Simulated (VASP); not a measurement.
A run of VASP 6.6.1 is set up as follows.

The input INCAR:

```
SYSTEM = TiSi2
ALGO     = Normal         ! electronic algorithm
EDIFF    = 1E-6           ! SCF threshold, eV
ENCUT    = 520            ! plane-wave cutoff, eV
GGA      = RE             ! functional
ISIF     = 2              ! what is computed and relaxed
ISMEAR   = -1             ! smearing method
LASPH    = .True.         ! aspherical terms in the spheres
LCHARG   = .True.         ! write CHGCAR
LELF     = .True.         ! ELF
LREAL    = .False.        ! projectors in reciprocal space
LVHAR    = .True.       
LWAVE    = .False.        ! write WAVECAR
NBANDS   = 29             ! bands
NELM     = 100            ! most SCF steps
PREC     = Accurate       ! precision mode
SIGMA    = 0.05           ! smearing width, eV
```

File KPOINTS:

```
k-points
0
Gamma
  7 7 7
  0 0 0
```

POSCAR

```
TiSi2
1.0
    0.0000000000      4.1175163063      4.2628978354
    2.3895119538      0.0000000000      4.2628978354
    2.3895119538      4.1175163063      0.0000000000
Ti Si
2 4
Direct
    0.7500000000      0.7500000000      0.7500000000
    0.5000000000      0.5000000000      0.5000000000
    0.4125656100      0.0874343900      0.4125656100
    0.0874343900      0.4125656100      0.0874343900
    0.1625656100      0.8374343900      0.1625656100
    0.8374343900      0.1625656100      0.8374343900
```

Potentials or basis: VASP PAW PBE potentials, release 64 (Ti_sv, Si).

Command:

```sh
$ cat potpaw_PBE.64/Ti_sv/POTCAR potpaw_PBE.64/Si/POTCAR > POTCAR
$ mpirun -np 1 vasp_std > vasp.out
```

**Question.** Estimate the band gap on the k mesh.

**Answer.** Zero (band 20 reaches 10.97 eV, above the bottom of band 21 at 9.14 eV).

**Question.** Predict the largest force.

**Answer.** 0.007 eV/Å.

Forces on the atoms (eV/Å):
```
Ti   0.000  0.000  0.000
Ti   0.000  0.000  0.000
Si   0.000  0.007  0.000
Si   0.000 -0.007  0.000
Si   0.000  0.007  0.000
Si   0.000 -0.007  0.000
```

Caveat: the PAW data sets were made with another functional, which shifts forces and pressure a little.
